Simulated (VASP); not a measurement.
NaSe, 2 atoms in the cell. The structure is cubic, space group Fm-3m (No. 225). Conventional cell: a = 5.885 Å, b = 5.885 Å, c = 5.885 Å, α = 90.00°, β = 90.00°, γ = 90.00°. Within 3.9 Å of Na (site symmetry m-3m) lie 6 Se at 2.94 Å. Within 3.9 Å of Se (site symmetry m-3m) lie 6 Na at 2.94 Å. 

* Program: VASP 6.6.1
* Task: single point
* Functional: PBEsol
* Potentials or basis: VASP PAW PBE potentials, release 64 (Na_pv, Se)
* Cutoff: 520 eV
* k mesh: 7 × 7 × 7
* Occupations: fermi-dirac, width 0.01 eV
* Spin: no spin polarisation
* Dipole correction: no
* Further INCAR settings: ALGO = Normal; EDIFF = 1e-06; NBANDS = 14

Potentials or basis: VASP PAW PBE potentials, release 64 (Na_pv, Se).

The run is started by

```bash
$ cat potpaw_PBE.64/Na_pv/POTCAR potpaw_PBE.64/Se/POTCAR > POTCAR
$ mpirun -np 1 vasp_std > vasp.out
```

Hardware: 1 thread of Intel(R) Xeon(R) Platinum 8375C CPU @ 2.90GHz (Ice Lake), with other jobs on the host.

Estimate the wall time of this run.

Run time: 15 s on 1 thread of Intel(R) Xeon(R) Platinum 8375C CPU @ 2.90GHz (Ice Lake), on a shared host, peak memory 0.17 GiB. Counts: scf iterations 11, k points 20.
